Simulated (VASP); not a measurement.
HfO2: single point with r2SCAN

Crystal: HfO2.

```xyz
6
Lattice="3.5760 0.0000 0.0000 0.0000 3.5760 0.0000 0.0000 0.0000 5.2042" Properties=species:S:1:pos:R:3 pbc="T T T"
Hf    1.7880    1.7880    2.6021
Hf    0.0000    0.0000    0.0000
O     0.0000    1.7880    3.6248
O     1.7880    0.0000    4.1816
O     1.7880    0.0000    1.5795
O     0.0000    1.7880    1.0226
```

```
Program                : VASP 6.6.1
Task                   : single point
Functional             : r2SCAN
Potentials or basis    : VASP PAW PBE potentials, release 64 (Hf_pv, O)
Cutoff                 : 520 eV
k mesh                 : 6 × 6 × 4
Occupations            : gaussian, width 0.1 eV
Spin                   : no spin polarisation
Dipole correction      : no
Further INCAR settings : ALGO = Normal; EDIFF = 1e-06; NBANDS = 31
```

| Quantity | Value |
| --- | --- |
| Pressure | -3.6 GPa |
| Largest force | 0.079 eV/Å |
| Band gap on the k mesh | 5.24 eV, indirect (least direct gap 5.31 eV) |

Forces on the atoms (eV/Å):
```
Hf   0.000  0.000  0.000
Hf   0.000  0.000  0.000
O    0.000  0.000 -0.079
O    0.000  0.000  0.079
O    0.000  0.000  0.079
O    0.000  0.000 -0.079
```

Levels at points of the mesh, in eV from the valence-band top:
```tsv
k point	band 18	band 19	band 20	band 21	band 22	band 23	band 24	band 25	band 26	band 27
(0.00, 0.00, 0.00)	-1.34	-0.69	-0.15	-0.08	-0.08	5.24	5.26	6.48	6.65	7.11
(0.50, 0.00, 0.00)	-2.16	-1.46	-1.46	-0.15	-0.15	5.60	5.60	6.62	6.62	7.93
(0.50, 0.50, 0.00)	-1.05	-0.78	-0.78	-0.55	-0.55	6.27	6.27	6.60	6.60	7.72
(0.00, 0.00, 0.50)	-2.74	-0.70	-0.70	0.00	0.00	5.89	5.89	6.19	6.19	9.30
(0.50, 0.00, 0.50)	-1.93	-1.43	-1.43	-0.96	-0.96	5.73	5.73	6.12	6.12	7.94
(0.50, 0.50, 0.50)	-1.93	-1.44	-1.44	-0.06	-0.06	6.43	6.43	6.79	6.79	7.85
```

It took 3.7 min on 1 thread of Intel(R) Xeon(R) Platinum 8259CL CPU @ 2.50GHz (Skylake/Cascade Lake) (shared host), peak memory 0.21 GiB.

Caveat: the PAW data sets were made with another functional, which shifts forces and pressure a little; spin-orbit coupling is left out, which moves the levels of the heavy elements. A k mesh can miss the band edges.
